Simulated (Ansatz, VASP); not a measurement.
Two plane-wave programs on AlN

```
Al N
1.0
     0.00000    2.01887    1.99202
     2.01887    0.00000    1.99202
     2.01887    2.01887    0.00000
Al N
1 1
Cartesian
  0.0000 0.0000 0.0000
  2.0189 2.0189 1.9920
```

Change from the starting cell: uniaxial_z strain -1.3%.

Alike in both runs: task single point; functional HSE06; k mesh 8 × 8 × 8; no spin polarisation.

|  | VASP | Ansatz |
| --- | --- | --- |
| version | VASP 6.6.1 | Ansatz 0.2.0 |
| potentials or method | VASP PAW PBE potentials, release 64 (Al, N) | plane waves, PAW |
| plane-wave cutoff (eV) | 520 | 420 |
| occupations | gaussian, width 0.01 eV | fixed |
| valence electrons in the cell | 8 | 8 |

|  | VASP | Ansatz | Ansatz less VASP |
| --- | --- | --- | --- |
| gap on the k mesh at the Fermi level (eV) | 6.03 | 6.10 | +0.072 |
| pressure (GPa) | 2.4 | 2.3 | -0.08 |
| traceless stress, the component that is largest in VASP (GPa) | 2.82 | 2.85 | +0.026 |

Ansatz's warnings: stress exchange threshold loose, stress scf threshold loose.
